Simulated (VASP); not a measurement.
Set up this calculation in VASP 6.6.1, as the native input.

```
Task                   : relaxation of cell and atoms
Functional             : PBE
Potentials or basis    : VASP PAW PBE potentials, release 64 (Mg, O)
Cutoff                 : 600 eV
k mesh                 : 11 × 11 × 11
Occupations            : gaussian, width 0.01 eV
Spin                   : no spin polarisation
Dipole correction      : no
Further INCAR settings : ALGO = Normal; EDIFF = 1e-07; IBRION = 2; EDIFFG = -0.01; NSW = 80; ISIF = 3
```

The structure of MgO lies in POSCAR:

```
MgO
1.0
    0.0000000000      2.1085000000      2.1085000000
    2.1085000000      0.0000000000      2.1085000000
    2.1085000000      2.1085000000      0.0000000000
Mg O
1 1
Direct
    0.0000000000      0.0000000000      0.0000000000
    0.5000000000      0.5000000000      0.5000000000
```

The input as run:

INCAR

```
SYSTEM = MgO
ALGO = Normal ; EDIFF = 1E-7
EDIFFG = -0.01 ; ENCUT = 600
GGA = PE ; IBRION = 2
ISIF = 3 ; ISMEAR = 0
LASPH = .True. ; LCHARG = .False.
LREAL = .False. ; LWAVE = .False.
NELM = 60 ; NSW = 80
PREC = Accurate ; SIGMA = 0.01
```

KPOINTS

```
k-points
0
Gamma
  11 11 11
  0 0 0
```

Potentials or basis: VASP PAW PBE potentials, release 64 (Mg, O).

The run is started by

```console
$ cat potpaw_PBE.64/Mg/POTCAR potpaw_PBE.64/O/POTCAR > POTCAR
$ mpirun -np 1 vasp_std > vasp.out
```

It gave:

```json
{
  "Relaxed volume": "9.56 Å³/atom",
  "Relaxed cell": "a = 3.002 Å, b = 3.002 Å, c = 3.002 Å, α = 60.00°, β = 60.00°, γ = 60.00°",
  "Space group after relaxing (to 0.1 Å)": "Fm-3m (No. 225)",
  "Energy gained by relaxing": "1.8 meV/atom",
  "Ionic steps": "3",
  "Pressure after relaxing": "0.0 GPa",
  "Band gap on the k mesh": "4.50 eV"
}
```

Run time: 24 s on 1 thread of Intel Xeon 8259CL (shared host), peak memory 0.15 GiB.
